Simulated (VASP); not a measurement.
# Zr2O (Cmme) in VASP: further runs, part 2 of 2

VASP 6.6.1.

## Step 3: Single point, PBEsol (strain -0.0200 x Voigt [0, 0, 0, 0, 0, 1])

INCAR reads:

```
SYSTEM = Zr2O
PREC = Accurate
ENCUT = 520
EDIFF = 1E-6
ISMEAR = 0
SIGMA = 0.15
LREAL = .False.
LASPH = .True.
NELM = 100
ALGO = Normal
ISIF = 2
LWAVE = .False.
LCHARG = .False.
GGA = PS
NBANDS = 39
```

KPOINTS reads:

```
regular mesh
0
Gamma
  10 10 10
  0 0 0
```

POSCAR reads:

```
Zr2O
1.0
    4.8002881811     -0.0480028818      0.0000000000
   -0.0480028818      4.8002881811      0.0000000000
    0.0000000000      0.0000000000      4.8002881811
Zr O
4 2
Direct
    0.2500000000      0.2500000000      0.7500000000
    0.7500000000      0.2500000000      0.2500000000
    0.2500000000      0.7500000000      0.2500000000
    0.7500000000      0.7500000000      0.7500000000
    0.0000000000      0.0000000000      0.0000000000
    0.5000000000      0.5000000000      0.5000000000
```

Potentials or basis: VASP PAW PBE potentials, release 64 (Zr_sv, O).

On the command line:

```bash
$ cat potpaw_PBE.64/Zr_sv/POTCAR potpaw_PBE.64/O/POTCAR > POTCAR
$ mpirun -np 1 vasp_std > vasp.out
```

OUTCAR:

```text
SYSTEM = Zr2O
   PREC = Accurate
   ENCUT = 520
   EDIFF = 1E-6
   ISMEAR = 0
   LREAL = .False.
   LASPH = .True.
   NELM = 100
   ISIF = 2
   GGA = PS

 ion  position               nearest neighbor table
   1  0.250  0.250  0.750-   5 2.06   6 2.06   4 3.36   4 3.36   2 3.39   2 3.39   3 3.39   3 3.39
                             3 3.39   2 3.39   2 3.39   3 3.39   4 3.43   4 3.43
   2  0.750  0.250  0.250-   5 2.09   6 2.09   3 3.36   3 3.36   4 3.39   1 3.39   4 3.39   4 3.39
                             4 3.39   1 3.39   1 3.39   1 3.39   3 3.43   3 3.43
   3  0.250  0.750  0.250-   5 2.09   6 2.09   2 3.36   2 3.36   4 3.39   1 3.39   4 3.39   1 3.39
                             1 3.39   4 3.39   4 3.39   1 3.39   2 3.43   2 3.43
   4  0.750  0.750  0.750-   5 2.06   6 2.06   1 3.36   1 3.36   3 3.39   2 3.39   3 3.39   2 3.39
                             2 3.39   3 3.39   3 3.39   2 3.39   1 3.43   1 3.43
   5  0.000  0.000  0.000-   1 2.06   4 2.06   3 2.09   2 2.09
   6  0.500  0.500  0.500-   1 2.06   4 2.06   3 2.09   2 2.09

  LATTYP: Found a base centered orthorhombic cell.
 ALAT       =     6.7207463225
 B/A-ratio  =     1.0202020202
 C/A-ratio  =     0.7142492739

  Lattice vectors:

 A1 = (   4.8002881811,  -0.0480028818,   0.0000000000)
 A2 = (  -0.0480028818,   4.8002881811,   0.0000000000)
 A3 = (   0.0000000000,   0.0000000000,   4.8002881811)

Analysis of symmetry for initial positions (statically):
=====================================================================
 Subroutine PRICEL returns:
 Original cell was already a primitive cell.

 Routine SETGRP: Setting up the symmetry group for a
 base centered orthorhombic supercell.

 Subroutine GETGRP returns: Found  8 space group operations
 (whereof  4 operations were pure point group operations)
 out of a pool of  8 trial point group operations.

The static configuration has the point symmetry C_2v.
 The point group associated with its full space group is D_2h.

Analysis of symmetry for dynamics (positions and initial velocities):
=====================================================================
 Subroutine PRICEL returns:
 Original cell was already a primitive cell.

 Routine SETGRP: Setting up the symmetry group for a
 base centered orthorhombic supercell.

 Subroutine GETGRP returns: Found  8 space group operations
 (whereof  4 operations were pure point group operations)
 out of a pool of  8 trial point group operations.

The dynamic configuration has the point symmetry C_2v.
 The point group associated with its full space group is D_2h.

 Subroutine INISYM returns: Found  8 space group operations
 (whereof  4 operations are pure point group operations),
 and found     1 'primitive' translations

----------------------------------------------------------------------------------------

                                     Primitive cell

  volume of cell :     110.6009

  direct lattice vectors                    reciprocal lattice vectors
     4.800288181 -0.048002882  0.000000000     0.208341660  0.002083417  0.000000000
    -0.048002882  4.800288181  0.000000000     0.002083417  0.208341660  0.000000000
     0.000000000  0.000000000  4.800288181     0.000000000  0.000000000  0.208320826

  length of vectors
[... 49 lines left out ...]
  0.200000  0.000000  0.000000      4.000000
  0.300000  0.000000  0.000000      4.000000
  0.400000  0.000000  0.000000      4.000000
  0.500000  0.000000  0.000000      2.000000
[... 16 lines left out ...]
  0.300000  0.300000  0.000000      2.000000
  0.400000  0.300000  0.000000      4.000000
 [... further k-points ...]
   k-points           NKPTS =    186   k-points in BZ     NKDIM =    186   number of bands    NBANDS=     39
   number of dos      NEDOS =    301   number of ions     NIONS =      6
   total plane-waves  NPLWV =  46656
   dimension x,y,z NGX =    36 NGY =   36 NGZ =   36
   dimension x,y,z NGXF=    72 NGYF=   72 NGZF=   72
   ions per type =               4   2
   NGX,Y,Z   is equivalent  to a cutoff of  12.47, 12.47, 12.47 a.u.
   NGXF,Y,Z  is equivalent  to a cutoff of  24.93, 24.93, 24.94 a.u.
 SYSTEM =  Zr2O
   PREC   = accura    normal or accurate (medium, high low for compatibility)
   ISTART =      0    job   : 0-new  1-cont  2-samecut
   ICHARG =      2    charge: 1-file 2-atom 10-const
   ISPIN  =      1    spin polarized calculation?
   LNONCOLLINEAR =      F non collinear calculations
   LSORBIT =      F    spin-orbit coupling
   LASPH  =      T    aspherical Exc in radial PAW
   ENCUT  =  520.0 eV  38.22 Ry    6.18 a.u.   8.93  8.93  8.93*2*pi/ulx,y,z
   NELM   =    100;   NELMIN=  2; NELMDL= -5     # of ELM steps
   EDIFF  = 0.1E-05   stopping-criterion for ELM
   LREAL  =      F    real-space projection
   EDIFFG = 0.1E-04   stopping-criterion for IOM
   NSW    =      0    number of steps for IOM
   IBRION =     -1    ionic relax: 0-MD 1-quasi-New 2-CG
   NFREE  =      0    steps in history (QN), initial steepest desc. (CG)
   ISIF   =      2    stress and relaxation
   ISYM   =      2    0-nonsym 1-usesym 2-fastsym
   POTIM  = 0.5000    time-step for ionic-motion
   TEBEG  =    0.0;   TEEND  =   0.0 temperature during run
   PSTRESS=    0.0 pullay stress
   NELECT =      60.0000    total number of electrons
   NUPDOWN=      -1.0000    fix difference up-down
   EMIN   =  10.00;   EMAX   =-10.00  energy-range for DOS
   EFERMI =   0.00;   METHOD = LEGACY
   ISMEAR =     0;   SIGMA  =   0.15  broadening in eV -4-tet -1-fermi 0-gaus
   EFERMI_NEDOS =   21; number of points for ismear=-14 and -15
   IALGO  =     38    algorithm
   IMIX   =      4    mixing-type and parameters
     AMIX     =   0.40;   BMIX     =  1.00
     AMIX_MAG =   1.60;   BMIX_MAG =  1.00
  volume/ion in A,a.u.               =      18.43       124.40
  Fermi-wavevector in a.u.,A,eV,Ry     =   1.335178  2.523120 24.255100  1.782700
  Thomas-Fermi vector in A             =   2.463902
   LORBIT       =      0    0 simple, 1 ext, 2 COOP (PROOUT), +10 PAW based schemes
   GGA     = PS    functional components
   LHFCALC =     F    Hartree Fock is set to
   AEXX    =    0.0000 exact exchange contribution
   IVDW    =     0    specifies the selected vdW correction
   LEPSILON=     F    determine dielectric tensor
   LRPA    =     F    only Hartree local field effects (RPA)
 non-spin polarized calculation
 Gauss-broadening in eV      SIGMA  =   0.15
  energy-cutoff  :      520.00
  volume of cell :      110.60
 maximum number of plane-waves:      3008
   NGX = 17   NGY = 17   NGZ = 17

 number of electron      59.9999986 magnetization

 Free energy of the ion-electron system (eV)
  ---------------------------------------------------
  ext. energy  EPLUGINS =         0.00000000
  ---------------------------------------------------
  free energy    TOTEN  =       -56.59460677 eV

  energy without entropy =      -56.48929060  energy(sigma->0) =      -56.54194868

 E-fermi :   8.3172     XC(G=0): -11.0957

 val. band max:        8.3165717480   @ k =  -0.4000   0.4000   0.1000
 cond. band min:       8.3177179151   @ k =  -0.3000   0.3000   0.2000
 fundamental gap:      0.0011461671
 Fermi energy:         8.3171844092

 k-point     1 :       0.0000    0.0000    0.0000
  band No.  band energies     occupation
      1     -40.7606      2.00000
      2     -40.6531      2.00000
      3     -40.6509      2.00000
      4     -40.6478      2.00000
      5     -20.1859      2.00000
      6     -18.9972      2.00000
[... 997 lines left out ...]
     38      10.7725      0.00000
     39      11.3317      0.00000

 [... further k-points ...]

------------------------ aborting loop because EDIFF is reached ----------------------------------------

  FORCE on cell =-STRESS in cart. coord.  units (eV):
  Direction    XX          YY          ZZ          XY          YZ          ZX
  --------------------------------------------------------------------------------------
  -------------------------------------------------------------------------------------
  Total        0.2220841      0.2220841      0.1956218      1.1845794      0.0000000      0.0000000
  in kB        3.2171367      3.2171367      2.8338003     17.1599590      0.0000000      0.0000000
  external PRESSURE =       3.0893579 kB  Pullay stress =       0.0000000 kB

 VOLUME and BASIS-vectors are now :
 -----------------------------------------------------------------------------
  energy-cutoff  :      520.00
  volume of cell :      110.60
      direct lattice vectors                 reciprocal lattice vectors
     4.800288181 -0.048002882  0.000000000     0.208341660  0.002083417  0.000000000
    -0.048002882  4.800288181  0.000000000     0.002083417  0.208341660  0.000000000
     0.000000000  0.000000000  4.800288181     0.000000000  0.000000000  0.208320826

 POSITION                                       TOTAL-FORCE (eV/Angst)
 -----------------------------------------------------------------------------------
      1.18807      1.18807      3.60022        -0.000000     -0.000000     -0.000000
      3.58822      1.16407      1.20007        -0.000000     -0.000000     -0.000000
      1.16407      3.58822      1.20007        -0.000000      0.000000     -0.000000
      3.56421      3.56421      3.60022        -0.000000      0.000000     -0.000000
      0.00000      0.00000      0.00000        -0.000000     -0.000000      0.278926
      2.37614      2.37614      2.40014         0.000000     -0.000000     -0.278926
 -----------------------------------------------------------------------------------
    total drift:                                0.000000     -0.000000      0.000000

  FREE ENERGIE OF THE ION-ELECTRON SYSTEM (eV)
  ---------------------------------------------------
  free  energy   TOTEN  =       -56.5946067728 eV

  energy  without entropy=      -56.4892905950  energy(sigma->0) =      -56.54194868
```

OSZICAR:

```text
N       E                     dE             d eps       ncg     rms          rms(c)
DAV:   1     0.604394596380E+03    0.60439E+03   -0.32100E+04 14508   0.153E+03
DAV:   2    -0.805065441073E+01   -0.61245E+03   -0.59590E+03 16705   0.448E+02
DAV:   3    -0.594511280462E+02   -0.51400E+02   -0.50485E+02 22657   0.107E+02
DAV:   4    -0.630605315677E+02   -0.36094E+01   -0.36001E+01 21496   0.248E+01
DAV:   5    -0.632203568790E+02   -0.15983E+00   -0.15979E+00 19843   0.407E+00    0.329E+01
DAV:   6    -0.568365529826E+02    0.63838E+01   -0.34733E+01 16141   0.288E+01    0.145E+01
DAV:   7    -0.566300291202E+02    0.20652E+00   -0.30000E+00 18034   0.782E+00    0.771E+00
DAV:   8    -0.565932476886E+02    0.36781E-01   -0.44100E-01 18616   0.346E+00    0.109E+00
DAV:   9    -0.565942944198E+02   -0.10467E-02   -0.40647E-02 19016   0.123E+00    0.540E-01
DAV:  10    -0.565946343386E+02   -0.33992E-03   -0.30834E-03 18565   0.407E-01    0.132E-01
DAV:  11    -0.565946332673E+02    0.10714E-05   -0.37662E-04 18796   0.145E-01    0.418E-02
DAV:  12    -0.565946055434E+02    0.27724E-04   -0.76385E-05 17885   0.589E-02    0.184E-02
DAV:  13    -0.565946067635E+02   -0.12201E-05   -0.84076E-06 18188   0.204E-02    0.384E-03
DAV:  14    -0.565946067728E+02   -0.93423E-08   -0.58902E-07 10894   0.478E-03
   1 F= -.56594607E+02 E0= -.56541949E+02  d E =-.105316E+00
```

stdout:

```text
POSCAR found type information on POSCAR ZrO
 POSCAR found :  2 types and       6 ions
 scaLAPACK will be used
 -----------------------------------------------------------------------------
|                                                                             |
|                                                                             |
|     You enforced a specific xc type in the INCAR file but a different       |
|     I HOPE YOU KNOW WHAT YOU ARE DOING!                                     |
|                                                                             |
 -----------------------------------------------------------------------------

 LDA part: xc-table for (Slater+PW92), standard interpolation
 POSCAR, INCAR and KPOINTS ok, starting setup
 FFT: planning ... GRIDC
 FFT: planning ... GRID_SOFT
 FFT: planning ... GRID
 WAVECAR not read
 entering main loop
```

Run time: 3.6 min. Hardware: 1 thread of Intel Xeon 6975P-C (Granite Rapids), shared host; peak memory 0.64 GiB.

Results:

* Free energy: -56.5946 eV
* Pressure: 0.3 GPa
* Largest force: 0.279 eV/Å
* Band gap on the k mesh: zero (bands 30 and 31 overlap by 0.73 eV)

Forces in eV/Å, atoms in the order of the input:
```
Zr   0.000  0.000  0.000
Zr   0.000  0.000  0.000
Zr   0.000  0.000  0.000
Zr   0.000  0.000  0.000
O    0.000  0.000  0.279
O    0.000  0.000 -0.279
```

Stress tensor (GPa, compression positive):
```
0.32 1.72 0.00
1.72 0.32 0.00
0.00 0.00 0.28
```

Levels at points of the mesh, in eV from the Fermi level:
| k point | band 27 | band 28 | band 29 | band 30 | band 31 | band 32 | band 33 | band 34 |
| --- | --- | --- | --- | --- | --- | --- | --- | --- |
| (0.00, 0.00, 0.00) | -2.00 | -1.72 | -1.71 | -1.70 | 1.89 | 1.90 | 2.37 | 2.39 |
| (0.50, 0.00, 0.00) | -0.66 | -0.66 | -0.29 | -0.29 | -0.17 | -0.17 | 1.17 | 1.17 |
| (0.50, 0.50, 0.00) | -1.46 | -1.38 | 0.01 | 0.03 | 0.07 | 0.20 | 0.82 | 0.86 |
| (0.00, 0.00, 0.50) | -0.70 | -0.61 | -0.31 | -0.28 | -0.19 | -0.16 | 1.17 | 1.17 |
| (0.50, 0.00, 0.50) | -1.42 | -1.42 | 0.02 | 0.02 | 0.14 | 0.14 | 0.84 | 0.84 |
| (0.50, 0.50, 0.50) | -2.46 | 0.12 | 0.14 | 0.52 | 0.62 | 0.66 | 1.41 | 1.49 |

Caveat: the cell differs from its parent crystal (strain -0.0200 x Voigt [0, 0, 0, 0, 0, 1]); the PAW data sets were made with another functional, which shifts forces and pressure a little.
